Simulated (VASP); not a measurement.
Write the native input for VASP 6.6.1 that does the following.

| Item | Value |
| --- | --- |
| Task | relaxation of cell and atoms |
| Functional | PBE |
| Dispersion | D3(BJ) |
| Potentials or basis | VASP PAW PBE potentials, release 64 (Ir) |
| Cutoff | 600 eV |
| k mesh | 12 × 12 × 12 |
| Occupations | fermi-dirac, width 0.05 eV |
| Spin | no spin polarisation |
| Dipole correction | no |
| Further INCAR settings | ALGO = Fast; EDIFF = 1e-06; IBRION = 2; EDIFFG = -0.01; NSW = 60; ISIF = 3 |

The structure of Ir lies in POSCAR:

```
Ir
1.0
    0.0000000000      1.9156000000      1.9156000000
    1.9156000000      0.0000000000      1.9156000000
    1.9156000000      1.9156000000      0.0000000000
Ir
1
Direct
    0.0000000000      0.0000000000      0.0000000000
```

These files were run (other wordings do the same):

INCAR

```
PREC = Accurate
ENCUT = 600
EDIFF = 1E-6
ISMEAR = -1
SIGMA = 0.05
LREAL = False
LASPH = True
NELM = 80
ALGO = Fast
ISIF = 3
LWAVE = False
LCHARG = False
GGA = PE
IVDW = 12
IBRION = 2
NSW = 60
EDIFFG = -0.01
```

KPOINTS

```
Automatic mesh
0
Gamma
  12 12 12
```

Potentials or basis: VASP PAW PBE potentials, release 64 (Ir).

The run is started by

```sh
$ cat potpaw_PBE.64/Ir/POTCAR > POTCAR
$ mpirun -np 1 vasp_std > vasp.out
```

Results of the run:

```json
{
  "Relaxed volume": "14.17 Å³/atom",
  "Relaxed cell": "a = 2.716 Å, b = 2.716 Å, c = 2.716 Å, α = 60.00°, β = 60.00°, γ = 60.00°",
  "Space group after relaxing (to 0.05 Å)": "Fm-3m (No. 225)",
  "Energy gained by relaxing": "1.1 meV/atom",
  "Ionic steps": "3",
  "Pressure after relaxing": "0.0 GPa",
  "Dispersion energy per atom": "-0.734 eV"
}
```

Caveat: pairwise dispersion overbinds metals, which lowers pressure and volume.

Wall time 23 s on 1 thread of Intel(R) Xeon(R) Platinum 8259CL CPU @ 2.50GHz (Skylake/Cascade Lake), on a shared host, peak memory 0.16 GiB.
